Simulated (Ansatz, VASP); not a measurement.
# Two plane-wave programs on Al2O3

INCAR

```
PREC = Accurate
ENCUT = 520
EDIFF = 1E-7
ISMEAR = 0
SIGMA = 0.05
LREAL = F
LASPH = T
NELM = 60
ALGO = Normal
ISIF = 2
LWAVE = F
LCHARG = F
GGA = PS
NBANDS = 35
```

The input KPOINTS:

```
regular mesh
0
Gamma
  6 6 6
```

POSCAR

```
Al2O3
1.0
    2.5527922426      1.4738552884      4.3982908478
   -2.5527922426      1.4738552884      4.3982908478
    0.0000000000     -2.9477105769      4.3982908478
Al O
4 6
Direct
    0.8520350473      0.8520350473      0.8520350473
    0.6479649527      0.6479649527      0.6479649527
    0.1479649527      0.1479649527      0.1479649527
    0.3520350473      0.3520350473      0.3520350473
    0.0558571577      0.4441428423      0.7500000000
    0.7500000000      0.0558571577      0.4441428423
    0.4441428423      0.7500000000      0.0558571577
    0.9441428423      0.5558571577      0.2500000000
    0.2500000000      0.9441428423      0.5558571577
    0.5558571577      0.2500000000      0.9441428423
```

Input for Ansatz:

```yaml
crystal:
  lattice:
    - [2.5527922426, 1.4738552884, 4.3982908478]
    - [-2.5527922426, 1.4738552884, 4.3982908478]
    - [0.0, -2.9477105769, 4.3982908478]
  atoms:
    - { symbol: Al, position: [0.8520350473, 0.8520350473, 0.8520350473] }
    - { symbol: Al, position: [0.6479649527, 0.6479649527, 0.6479649527] }
    - { symbol: Al, position: [0.1479649527, 0.1479649527, 0.1479649527] }
    - { symbol: Al, position: [0.3520350473, 0.3520350473, 0.3520350473] }
    - { symbol: O, position: [0.0558571577, 0.4441428423, 0.75] }
    - { symbol: O, position: [0.75, 0.0558571577, 0.4441428423] }
    - { symbol: O, position: [0.4441428423, 0.75, 0.0558571577] }
    - { symbol: O, position: [0.9441428423, 0.5558571577, 0.25] }
    - { symbol: O, position: [0.25, 0.9441428423, 0.5558571577] }
    - { symbol: O, position: [0.5558571577, 0.25, 0.9441428423] }
basis:
  ecutwfc: 520.0
kpoints:
  mp_grid: { grid: [6, 6, 6] }
hamiltonian:
  xc: pbesol
  pseudopotentials: { kind: paw, azcp: { folder: soft_1 } }
scf:
  occupations: { method: gaussian, width: 0.05 }
output:
  forces: true
  stress: true
  eigenvalues: true
```

Alike in both runs: task single point; functional PBEsol; k mesh 6 × 6 × 6; occupations gaussian, width 0.05 eV; no spin polarisation.

```csv
,VASP,Ansatz
version,VASP 6.6.1,Ansatz 0.2.0
potentials or method,"VASP PAW PBE potentials, release 64 (Al, O), cutoff 520 eV","scalar-relativistic, plane waves, PAW"
valence electrons in the cell,48,48
```

|  | VASP | Ansatz | Ansatz less VASP |
| --- | --- | --- | --- |
| gap on the k mesh at the Fermi level (eV) | 3.94 | 3.95 | +0.001 |
| least direct gap on the mesh (eV) | 3.94 | 3.95 | +0.001 |
| pressure (GPa) | -27.0 | -27.0 | +0.02 |
| traceless stress, the component that is largest in VASP (GPa) | 12.44 | 12.43 | -0.004 |
| rms of the force components (eV/Å) | 0.162 | 0.161 | -0.0013 |

VASP's potentials were made for PBE, not for PBEsol, and Ansatz warns of the same on its side. Atom by atom the forces differ by 0.003 eV/Å (rms over components). With one functional, cell and mesh, what is left measures potentials, basis and numerics.
